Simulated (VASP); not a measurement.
# I: single point with PBE

The system is I.

```
CELL_PARAMETERS angstrom
0.00000 2.36560 3.90984
2.19225 0.00000 3.90984
2.19225 2.36560 0.00000
ATOMIC_POSITIONS crystal
I 0.00000 0.00000 0.00000
```

* Program: VASP 6.6.1
* Task: single point
* Functional: PBE
* Potentials or basis: VASP PAW PBE potentials, release 64 (I)
* Cutoff: 520 eV
* k mesh: 9 × 9 × 9
* Occupations: gaussian, width 0.022 eV
* Spin: no spin polarisation

The pressure is 0.4 GPa and the band gap on the k mesh is zero (an odd number of electrons rules out a gap without spin polarisation).

Stress tensor (GPa, compression positive):
```
0.37 0.00 0.00
0.00 0.09 0.00
0.00 0.00 0.76
```

Levels at points of the mesh, in eV from the Fermi level:
```tsv
k point	band 1	band 2	band 3	band 4	band 5	band 6	band 7	band 8
(0.00, 0.00, 0.00)	-13.88	-1.94	0.78	1.05	4.54	7.48	8.21	12.12
```

It took 57 s on 1 thread of Intel Xeon 8259CL, with other jobs on the host, peak memory 0.2 GiB.

Caveat: spin-orbit coupling is left out, which moves the levels of the heavy elements; an odd number of electrons without spin polarisation forces a metal; a magnetic or distorted state may lie lower.
